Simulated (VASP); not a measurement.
# ScGa3 (Pm-3m) in VASP: further runs, part 2 of 2

VASP 6.6.1. The steps go on from the part before.

**3. Single point, LDA (volume scaled by 0.98)**

The input, INCAR:

```
ALGO = Normal
EDIFF = 1E-7
ENCUT = 520
ISIF = 2
ISMEAR = -1
LASPH = True
LCHARG = False
LREAL = False
LWAVE = False
NBANDS = 33
NELM = 100
PREC = Accurate
SIGMA = 0.05
```

The input, KPOINTS:

```
k-points
0
Gamma
  9 9 9
```

The input, POSCAR:

```
ScGa3
1.0
    4.0675159504      0.0000000000      0.0000000000
    0.0000000000      4.0675159504      0.0000000000
    0.0000000000      0.0000000000      4.0675159504
Sc Ga
1 3
Direct
    0.0000000000      0.0000000000      0.0000000000
    0.0000000000      0.5000000000      0.5000000000
    0.5000000000      0.0000000000      0.5000000000
    0.5000000000      0.5000000000      0.0000000000
```

Potentials or basis: VASP PAW LDA potentials, release 64 (Sc_sv, Ga_d).

The run is started by

```sh
> cat potpaw_LDA.64/Sc_sv/POTCAR potpaw_LDA.64/Ga_d/POTCAR > POTCAR
> mpirun -np 1 vasp_std > vasp.out
```

OUTCAR:

```text
EDIFF = 1E-7
   ENCUT = 520
   ISIF = 2
   ISMEAR = -1
   LASPH = True
   LREAL = False
   NELM = 100
   PREC = Accurate

 ion  position               nearest neighbor table
   1  0.000  0.000  0.000-   2 2.88   3 2.88   4 2.88   2 2.88   3 2.88   2 2.88   4 2.88   2 2.88
                             3 2.88   4 2.88   3 2.88   4 2.88
   2  0.000  0.500  0.500-   1 2.88   3 2.88   4 2.88   1 2.88   4 2.88   1 2.88   3 2.88   1 2.88
                             3 2.88   4 2.88   4 2.88   3 2.88
   3  0.500  0.000  0.500-   1 2.88   2 2.88   4 2.88   1 2.88   4 2.88   2 2.88   4 2.88   4 2.88
                             1 2.88   2 2.88   1 2.88   2 2.88
   4  0.500  0.500  0.000-   1 2.88   2 2.88   3 2.88   2 2.88   3 2.88   1 2.88   3 2.88   3 2.88
                             1 2.88   2 2.88   2 2.88   1 2.88

  LATTYP: Found a simple cubic cell.
 ALAT       =     4.0675159504

  Lattice vectors:

 A1 = (   4.0675159504,   0.0000000000,   0.0000000000)
 A2 = (   0.0000000000,   4.0675159504,   0.0000000000)
 A3 = (   0.0000000000,   0.0000000000,   4.0675159504)

Analysis of symmetry for initial positions (statically):
=====================================================================
 Subroutine PRICEL returns:
 Original cell was already a primitive cell.

 Routine SETGRP: Setting up the symmetry group for a
 simple cubic supercell.

 Subroutine GETGRP returns: Found 48 space group operations
 (whereof 48 operations were pure point group operations)
 out of a pool of 48 trial point group operations.

The static configuration has the point symmetry O_h .

Analysis of symmetry for dynamics (positions and initial velocities):
=====================================================================
 Subroutine PRICEL returns:
 Original cell was already a primitive cell.

 Routine SETGRP: Setting up the symmetry group for a
 simple cubic supercell.

[... 125 lines left out ...]
   IALGO  =     38    algorithm
   IMIX   =      4    mixing-type and parameters
     AMIX     =   0.40;   BMIX     =  1.00
     AMIX_MAG =   1.60;   BMIX_MAG =  1.00
  volume/ion in A,a.u.               =      16.82       113.53
  Fermi-wavevector in a.u.,A,eV,Ry     =   1.482753  2.801997 29.913189  2.198557
  Thomas-Fermi vector in A             =   2.596500
   LORBIT       =      0    0 simple, 1 ext, 2 COOP (PROOUT), +10 PAW based schemes
   GGA     = CA    functional components
   LHFCALC =     F    Hartree Fock is set to
   AEXX    =    0.0000 exact exchange contribution
   IVDW    =     0    specifies the selected vdW correction
   LEPSILON=     F    determine dielectric tensor
   LRPA    =     F    only Hartree local field effects (RPA)
 non-spin polarized calculation
  energy-cutoff  :      520.00
  volume of cell :       67.30
 maximum number of plane-waves:      1839
   NGX = 15   NGY = 15   NGZ = 15

 number of electron      50.0000076 magnetization

 Free energy of the ion-electron system (eV)
  ---------------------------------------------------
  ext. energy  EPLUGINS =         0.00000000
  ---------------------------------------------------
  free energy    TOTEN  =       -19.79745763 eV

  energy without entropy =      -19.78720133  energy(sigma->0) =      -19.79232948

 E-fermi :   6.3883     XC(G=0): -11.9107

 val. band max:        6.3757448639   @ k =   0.3333   0.1111   0.0000
 cond. band min:       6.4131056472   @ k =   0.2222   0.2222   0.1111
 fundamental gap:      0.0373607834
 Fermi energy:         6.3882919390

 k-point     1 :       0.0000    0.0000    0.0000
  band No.  band energies     occupation
      1     -42.2916      2.00000
      2     -21.3189      2.00000
      3     -21.3189      2.00000
      4     -21.3189      2.00000
      5      -8.8753      2.00000
      6      -8.8484      2.00000
[... 853 lines left out ...]
     32      11.2692      0.00000
     33      12.3329      0.00000

 [... further k-points ...]

------------------------ aborting loop because EDIFF is reached ----------------------------------------

  FORCE on cell =-STRESS in cart. coord.  units (eV):
  Direction    XX          YY          ZZ          XY          YZ          ZX
  --------------------------------------------------------------------------------------
  -------------------------------------------------------------------------------------
  Total       -1.6049242     -1.6049242     -1.6049242     -0.0000000      0.0000000      0.0000000
  in kB      -38.2100243    -38.2100243    -38.2100243     -0.0000000      0.0000000      0.0000000
  external PRESSURE =     -38.2100243 kB  Pullay stress =       0.0000000 kB

 VOLUME and BASIS-vectors are now :
 -----------------------------------------------------------------------------
  energy-cutoff  :      520.00
  volume of cell :       67.30
      direct lattice vectors                 reciprocal lattice vectors
     4.067515950  0.000000000  0.000000000     0.245850296  0.000000000  0.000000000
     0.000000000  4.067515950  0.000000000     0.000000000  0.245850296  0.000000000
     0.000000000  0.000000000  4.067515950     0.000000000  0.000000000  0.245850296

 POSITION                                       TOTAL-FORCE (eV/Angst)
 -----------------------------------------------------------------------------------
      0.00000      0.00000      0.00000         0.000000      0.000000      0.000000
      0.00000      2.03376      2.03376         0.000000      0.000000      0.000000
      2.03376      0.00000      2.03376         0.000000      0.000000      0.000000
      2.03376      2.03376      0.00000         0.000000      0.000000      0.000000
 -----------------------------------------------------------------------------------
    total drift:                                0.000000      0.000000     -0.000000

  FREE ENERGIE OF THE ION-ELECTRON SYSTEM (eV)
  ---------------------------------------------------
  free  energy   TOTEN  =       -19.7974576316 eV

  energy  without entropy=      -19.7872013283  energy(sigma->0) =      -19.79232948
```

OSZICAR:

```text
N       E                     dE             d eps       ncg     rms          rms(c)
DAV:   1     0.427362065856E+03    0.42736E+03   -0.22979E+04  2342   0.268E+03
DAV:   2     0.285668459488E+02   -0.39880E+03   -0.38860E+03  2310   0.617E+02
DAV:   3    -0.193648747009E+02   -0.47932E+02   -0.46845E+02  2955   0.181E+02
DAV:   4    -0.209092365443E+02   -0.15444E+01   -0.15272E+01  3202   0.345E+01
DAV:   5    -0.209402535338E+02   -0.31017E-01   -0.31004E-01  3148   0.497E+00    0.841E+00
DAV:   6    -0.198970846960E+02    0.10432E+01   -0.31116E+00  3063   0.151E+01    0.263E+00
DAV:   7    -0.198257959078E+02    0.71289E-01   -0.16497E-01  3015   0.376E+00    0.161E+00
DAV:   8    -0.197983811353E+02    0.27415E-01   -0.55203E-02  3146   0.173E+00    0.217E-01
DAV:   9    -0.197975436398E+02    0.83750E-03   -0.97628E-03  3134   0.113E+00    0.726E-02
DAV:  10    -0.197975414660E+02    0.21739E-05   -0.11636E-03  3395   0.334E-01    0.681E-02
DAV:  11    -0.197974714430E+02    0.70023E-04   -0.71853E-04  3088   0.266E-01    0.282E-02
DAV:  12    -0.197974578449E+02    0.13598E-04   -0.93304E-05  3377   0.860E-02    0.412E-03
DAV:  13    -0.197974577042E+02    0.14072E-06   -0.35509E-06  3394   0.144E-02    0.286E-03
DAV:  14    -0.197974576316E+02    0.72591E-07   -0.51996E-07  2842   0.668E-03
   1 F= -.19797458E+02 E0= -.19792329E+02  d E =-.102563E-01
```

It took 31 s on 1 thread of Intel Xeon 6975P-C (Granite Rapids), shared host; peak memory 0.19 GiB.

What came out:

```
Free energy            : -19.7975 eV
Pressure               : -3.8 GPa
Band gap on the k mesh : zero (band 25 reaches 6.66 eV, above the bottom of band 26 at 3.47 eV)
```

Levels at points of the mesh, in eV from the Fermi level:
```csv
k point,band 23,band 24,band 25,band 26,band 27,band 28
"(0.00, 0.00, 0.00)",-1.97,-1.97,-1.97,1.72,1.72,1.72
```

**4. Single point, LDA (volume scaled by 1.01)**

The input, INCAR:

```
ALGO = Normal
EDIFF = 1E-7
ENCUT = 520
GGA = CA
ISIF = 2
ISMEAR = -1
LASPH = T
LCHARG = F
LREAL = F
LWAVE = F
NBANDS = 33
NELM = 100
PREC = Accurate
SIGMA = 0.05
```

KPOINTS is that of step 3.

The input, POSCAR:

```
ScGa3
1.0
    4.1086047511      0.0000000000      0.0000000000
    0.0000000000      4.1086047511      0.0000000000
    0.0000000000      0.0000000000      4.1086047511
Sc Ga
1 3
Direct
    0.0000000000      0.0000000000      0.0000000000
    0.0000000000      0.5000000000      0.5000000000
    0.5000000000      0.0000000000      0.5000000000
    0.5000000000      0.5000000000      0.0000000000
```

Potentials or basis: VASP PAW LDA potentials, release 64 (Sc_sv, Ga_d).

The run is started by

```sh
> cat potpaw_LDA.64/Sc_sv/POTCAR potpaw_LDA.64/Ga_d/POTCAR > POTCAR
> mpirun -np 1 vasp_std > vasp.out
```

OUTCAR:

```text
EDIFF = 1E-7
   ENCUT = 520
   GGA = CA
   ISIF = 2
   ISMEAR = -1
   LASPH = T
   LREAL = F
   NELM = 100
   PREC = Accurate

 ion  position               nearest neighbor table
   1  0.000  0.000  0.000-   2 2.91   3 2.91   4 2.91   2 2.91   3 2.91   2 2.91   4 2.91   2 2.91
                             3 2.91   4 2.91   3 2.91   4 2.91
   2  0.000  0.500  0.500-   1 2.91   3 2.91   4 2.91   1 2.91   4 2.91   1 2.91   3 2.91   1 2.91
                             3 2.91   4 2.91   4 2.91   3 2.91
   3  0.500  0.000  0.500-   1 2.91   2 2.91   4 2.91   1 2.91   4 2.91   2 2.91   4 2.91   4 2.91
                             1 2.91   2 2.91   1 2.91   2 2.91
   4  0.500  0.500  0.000-   1 2.91   2 2.91   3 2.91   2 2.91   3 2.91   1 2.91   3 2.91   3 2.91
                             1 2.91   2 2.91   2 2.91   1 2.91

  LATTYP: Found a simple cubic cell.
 ALAT       =     4.1086047511

  Lattice vectors:

 A1 = (   4.1086047511,   0.0000000000,   0.0000000000)
 A2 = (   0.0000000000,   4.1086047511,   0.0000000000)
 A3 = (   0.0000000000,   0.0000000000,   4.1086047511)

Analysis of symmetry for initial positions (statically):
=====================================================================
 Subroutine PRICEL returns:
 Original cell was already a primitive cell.

 Routine SETGRP: Setting up the symmetry group for a
 simple cubic supercell.

 Subroutine GETGRP returns: Found 48 space group operations
 (whereof 48 operations were pure point group operations)
 out of a pool of 48 trial point group operations.

The static configuration has the point symmetry O_h .

Analysis of symmetry for dynamics (positions and initial velocities):
=====================================================================
 Subroutine PRICEL returns:
 Original cell was already a primitive cell.

 Routine SETGRP: Setting up the symmetry group for a
 simple cubic supercell.

 Subroutine GETGRP returns: Found 48 space group operations
 (whereof 48 operations were pure point group operations)
 out of a pool of 48 trial point group operations.

The dynamic configuration has the point symmetry O_h .

 Subroutine INISYM returns: Found 48 space group operations
 (whereof 48 operations are pure point group operations),
 and found     1 'primitive' translations

----------------------------------------------------------------------------------------

                                     Primitive cell

  volume of cell :      69.3558

  direct lattice vectors                    reciprocal lattice vectors
     4.108604751  0.000000000  0.000000000     0.243391628  0.000000000  0.000000000
     0.000000000  4.108604751  0.000000000     0.000000000  0.243391628  0.000000000
     0.000000000  0.000000000  4.108604751     0.000000000  0.000000000  0.243391628

  length of vectors
     4.108604751  4.108604751  4.108604751     0.243391628  0.243391628  0.243391628

  position of ions in fractional coordinates (direct lattice)
     0.000000000  0.000000000  0.000000000
     0.000000000  0.500000000  0.500000000
     0.500000000  0.000000000  0.500000000
     0.500000000  0.500000000  0.000000000

  ion indices of the primitive-cell ions
   primitive index   ion index
                 1           1
                 2           2
                 3           3
                 4           4

[... 26 lines left out ...]
 Following reciprocal coordinates:
            Coordinates               Weight
  0.000000  0.000000  0.000000      1.000000
  0.111111  0.000000  0.000000      6.000000
  0.222222  0.000000  0.000000      6.000000
  0.333333  0.000000  0.000000      6.000000
  0.444444  0.000000  0.000000      6.000000
  0.111111  0.111111  0.000000     12.000000
[... 16 lines left out ...]
  0.333333  0.333333  0.111111     24.000000
  0.444444  0.333333  0.111111     48.000000
 [... further k-points ...]
   k-points           NKPTS =     35   k-points in BZ     NKDIM =     35   number of bands    NBANDS=     33
   number of dos      NEDOS =    301   number of ions     NIONS =      4
   total plane-waves  NPLWV =  32768
   dimension x,y,z NGX =    32 NGY =   32 NGZ =   32
   dimension x,y,z NGXF=    64 NGYF=   64 NGZF=   64
   ions per type =               1   3
   NGX,Y,Z   is equivalent  to a cutoff of  12.95, 12.95, 12.95 a.u.
   NGXF,Y,Z  is equivalent  to a cutoff of  25.90, 25.90, 25.90 a.u.
 SYSTEM =  unknown system
   PREC   = accura    normal or accurate (medium, high low for compatibility)
   ISTART =      0    job   : 0-new  1-cont  2-samecut
   ICHARG =      2    charge: 1-file 2-atom 10-const
   ISPIN  =      1    spin polarized calculation?
   LNONCOLLINEAR =      F non collinear calculations
   LSORBIT =      F    spin-orbit coupling
   LASPH  =      T    aspherical Exc in radial PAW
   ENCUT  =  520.0 eV  38.22 Ry    6.18 a.u.   7.64  7.64  7.64*2*pi/ulx,y,z
   NELM   =    100;   NELMIN=  2; NELMDL= -5     # of ELM steps
   EDIFF  = 0.1E-06   stopping-criterion for ELM
   LREAL  =      F    real-space projection
   EDIFFG = 0.1E-05   stopping-criterion for IOM
   NSW    =      0    number of steps for IOM
   IBRION =     -1    ionic relax: 0-MD 1-quasi-New 2-CG
   NFREE  =      0    steps in history (QN), initial steepest desc. (CG)
   ISIF   =      2    stress and relaxation
   ISYM   =      2    0-nonsym 1-usesym 2-fastsym
   POTIM  = 0.5000    time-step for ionic-motion
   TEBEG  =    0.0;   TEEND  =   0.0 temperature during run
   PSTRESS=    0.0 pullay stress
   NELECT =      50.0000    total number of electrons
   NUPDOWN=      -1.0000    fix difference up-down
   EMIN   =  10.00;   EMAX   =-10.00  energy-range for DOS
   EFERMI =   0.00;   METHOD = LEGACY
   ISMEAR =    -1;   SIGMA  =   0.05  broadening in eV -4-tet -1-fermi 0-gaus
   EFERMI_NEDOS =   21; number of points for ismear=-14 and -15
   IALGO  =     38    algorithm
   IMIX   =      4    mixing-type and parameters
     AMIX     =   0.40;   BMIX     =  1.00
     AMIX_MAG =   1.60;   BMIX_MAG =  1.00
  volume/ion in A,a.u.               =      17.34       117.01
  Fermi-wavevector in a.u.,A,eV,Ry     =   1.467925  2.773976 29.317877  2.154803
  Thomas-Fermi vector in A             =   2.583484
   LORBIT       =      0    0 simple, 1 ext, 2 COOP (PROOUT), +10 PAW based schemes
   GGA     = CA    functional components
   LHFCALC =     F    Hartree Fock is set to
   AEXX    =    0.0000 exact exchange contribution
   IVDW    =     0    specifies the selected vdW correction
   LEPSILON=     F    determine dielectric tensor
   LRPA    =     F    only Hartree local field effects (RPA)
 non-spin polarized calculation
  energy-cutoff  :      520.00
  volume of cell :       69.36
 maximum number of plane-waves:      1881
 NGX is ok and might be reduce to    32
   NGX = 15   NGY = 15   NGZ = 15

 number of electron      50.0000000 magnetization

 Free energy of the ion-electron system (eV)
  ---------------------------------------------------
  ext. energy  EPLUGINS =         0.00000000
  ---------------------------------------------------
  free energy    TOTEN  =       -19.73473328 eV

  energy without entropy =      -19.72533274  energy(sigma->0) =      -19.73003301

 E-fermi :   6.0912     XC(G=0): -11.7552

 val. band max:        6.0497304347   @ k =   0.3333   0.3333   0.0000
 cond. band min:       6.1447389646   @ k =   0.2222   0.2222   0.1111
 fundamental gap:      0.0950085299
 Fermi energy:         6.0911881701

 k-point     1 :       0.0000    0.0000    0.0000
  band No.  band energies     occupation
      1     -42.6761      2.00000
      2     -21.6921      2.00000
      3     -21.6921      2.00000
      4     -21.6921      2.00000
      5      -9.1027      2.00000
      6      -9.0790      2.00000
[... 853 lines left out ...]
     32      10.8171      0.00000
     33      11.8727      0.00000

 [... further k-points ...]

------------------------ aborting loop because EDIFF is reached ----------------------------------------

  FORCE on cell =-STRESS in cart. coord.  units (eV):
  Direction    XX          YY          ZZ          XY          YZ          ZX
  --------------------------------------------------------------------------------------
  -------------------------------------------------------------------------------------
  Total       -2.5603690     -2.5603690     -2.5603690      0.0000000      0.0000000     -0.0000000
  in kB      -59.1466365    -59.1466365    -59.1466365      0.0000000      0.0000000     -0.0000000
  external PRESSURE =     -59.1466365 kB  Pullay stress =       0.0000000 kB

 VOLUME and BASIS-vectors are now :
 -----------------------------------------------------------------------------
  energy-cutoff  :      520.00
  volume of cell :       69.36
      direct lattice vectors                 reciprocal lattice vectors
     4.108604751  0.000000000  0.000000000     0.243391628  0.000000000  0.000000000
     0.000000000  4.108604751  0.000000000     0.000000000  0.243391628  0.000000000
     0.000000000  0.000000000  4.108604751     0.000000000  0.000000000  0.243391628

 POSITION                                       TOTAL-FORCE (eV/Angst)
 -----------------------------------------------------------------------------------
      0.00000      0.00000      0.00000         0.000000      0.000000      0.000000
      0.00000      2.05430      2.05430         0.000000      0.000000      0.000000
      2.05430      0.00000      2.05430         0.000000      0.000000      0.000000
      2.05430      2.05430      0.00000         0.000000      0.000000      0.000000
 -----------------------------------------------------------------------------------
    total drift:                                0.000000     -0.000000     -0.000000

  FREE ENERGIE OF THE ION-ELECTRON SYSTEM (eV)
  ---------------------------------------------------
  free  energy   TOTEN  =       -19.7347332809 eV

  energy  without entropy=      -19.7253327366  energy(sigma->0) =      -19.73003301
```

Wall time 25 s (1 thread of Intel Xeon 6975P-C (Granite Rapids), shared host); peak memory 0.2 GiB.

What came out:

* Free energy: -19.7347 eV
* Pressure: -5.9 GPa
* Band gap on the k mesh: zero (band 25 reaches 6.38 eV, above the bottom of band 26 at 3.25 eV)

**5. Single point, LDA (volume scaled by 1.04)**

The input, INCAR:

```
SYSTEM = ScGa3
PREC = Accurate ; ENCUT = 520
EDIFF = 1E-7 ; ISMEAR = -1
SIGMA = 0.05 ; LREAL = .False.
LASPH = .True. ; NELM = 80
ALGO = Normal ; ISIF = 2
LWAVE = .False. ; LCHARG = .False.
NBANDS = 33
```

The input, KPOINTS:

```
Automatic mesh
0
Gamma
  9 9 9
  0 0 0
```

The input, POSCAR:

```
ScGa3
1.0
    4.1488877586      0.0000000000      0.0000000000
    0.0000000000      4.1488877586      0.0000000000
    0.0000000000      0.0000000000      4.1488877586
Sc Ga
1 3
Direct
    0.0000000000      0.0000000000      0.0000000000
    0.0000000000      0.5000000000      0.5000000000
    0.5000000000      0.0000000000      0.5000000000
    0.5000000000      0.5000000000      0.0000000000
```

The run is started by

```sh
> cat potpaw_LDA.64/Sc_sv/POTCAR potpaw_LDA.64/Ga_d/POTCAR > POTCAR
> mpirun -np 1 vasp_std > vasp.out
```

Wall time 24 s (1 thread of Intel Xeon 6975P-C (Granite Rapids), shared host); peak memory 0.2 GiB.

It converged, with:

```yaml
Free_energy: -19.6473 eV
Pressure: -7.7 GPa
Band_gap_on_the_k_mesh: zero (band 25 reaches 6.12 eV, above the bottom of band 26 at 3.05 eV)
```

Levels at points of the mesh, in eV from the Fermi level:
```csv
k point,band 22,band 23,band 24,band 25,band 26,band 27,band 28,band 29
"(0.00, 0.00, 0.00)",-3.20,-1.82,-1.82,-1.82,1.64,1.64,1.64,3.02
```

**6. The runs side by side**

| cell | gap on the mesh (eV) | pressure (GPa) |
| --- | --- | --- |
| a = 4.011 Å, 4 atoms | none | -0.4 |
| a = 4.068 Å, 4 atoms | none | -3.8 |
| a = 4.109 Å, 4 atoms | none | -5.9 |
| a = 4.149 Å, 4 atoms | none | -7.7 |

Alike in all rows: task single point; level LDA; potentials or basis VASP PAW LDA potentials, release 64 (Sc_sv, Ga_d); no spin polarisation; k mesh 9 × 9 × 9; cutoff (eV) 520; smearing fermi-dirac 0.05 eV.

Absolute energies hang on the potentials; compare differences alone.
